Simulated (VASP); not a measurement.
## Hf3B5: single point with PBE

Crystal: Hf3B5.

```
CELL_PARAMETERS angstrom
-2.86693 2.86693 2.86693
2.86693 -2.86693 2.86693
2.86693 2.86693 -2.86693
ATOMIC_POSITIONS crystal
Hf 0.00000 0.50000 0.50000
Hf 0.50000 0.50000 0.00000
Hf 0.50000 0.00000 0.50000
B 0.00000 0.00000 0.00000
B 0.00000 0.00000 0.50000
B 0.00000 0.50000 0.00000
B 0.50000 0.00000 0.00000
B 0.50000 0.50000 0.50000
```

* Program: VASP 6.6.1
* Task: single point
* Functional: PBE
* Potentials or basis: VASP PAW PBE potentials, release 64 (Hf_pv, B)
* Cutoff: 520 eV
* k mesh: 4 × 4 × 4
* Occupations: gaussian, width 0.1 eV
* Spin: no spin polarisation

* Pressure: 3.5 GPa

Levels at points of the mesh, in eV from the Fermi level:
| k point | band 19 | band 20 | band 21 | band 22 | band 23 | band 24 | band 25 | band 26 | band 27 | band 28 |
| --- | --- | --- | --- | --- | --- | --- | --- | --- | --- | --- |
| (0.00, 0.00, 0.00) | -1.65 | -1.65 | -1.64 | -1.64 | 2.15 | 2.15 | 2.40 | 2.40 | 2.40 | 3.31 |
| (0.50, 0.00, 0.00) | -2.55 | -1.98 | -1.08 | -0.18 | -0.10 | 1.16 | 1.35 | 1.80 | 2.52 | 2.64 |
| (0.50, 0.50, 0.50) | -2.25 | -0.67 | -0.15 | -0.15 | -0.15 | 1.94 | 1.94 | 1.94 | 2.09 | 2.09 |

It took 21 s on 1 thread of Intel(R) Xeon(R) 6975P-C (Granite Rapids) (shared host), peak memory 0.24 GiB.

Caveat: the k points lie up to 0.39 Å⁻¹ apart; spin-orbit coupling is left out, which moves the levels of the heavy elements.
